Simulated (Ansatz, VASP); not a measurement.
**BiH3: VASP beside Ansatz**

```
CELL_PARAMETERS angstrom
6.75257 0.00000 0.00000
-3.37628 5.84789 0.00000
0.00000 0.00000 3.41245
ATOMIC_POSITIONS crystal
Bi 0.33333 0.66667 0.25000
Bi 0.66667 0.33333 0.75000
H 0.78009 0.56019 0.25000
H 0.21991 0.78009 0.75000
H 0.43981 0.21991 0.25000
H 0.21991 0.43981 0.75000
H 0.78009 0.21991 0.25000
H 0.56019 0.78009 0.75000
```

Alike in both runs: functional PBE; k mesh 12 × 12 × 10; occupations gaussian, width 0.1 eV; no spin polarisation.

Ansatz relaxed the structure, and its values are those at the end. VASP's run is a single point on that final structure, the one shown.

|  | VASP | Ansatz |
| --- | --- | --- |
| version | VASP 6.6.1 | Ansatz 0.2.0 |
| potentials or method | VASP PAW PBE potentials, release 64 (Bi_d, H), cutoff 500 eV | scalar-relativistic, plane waves, PAW |
| valence electrons in the cell | 36 | 36 |

Ansatz gave:

| Quantity | Value |
| --- | --- |
| gap on the k mesh at the Fermi level (eV) | none |
| pressure (GPa) | 0.0 |

**Question.** Which values does VASP return?

**Answer.** gap on the k mesh at the Fermi level (eV): none; pressure (GPa): -0.1.

A gap of «none» marks a metal or a gap that the smearing closes.

Spin-orbit coupling is off throughout.
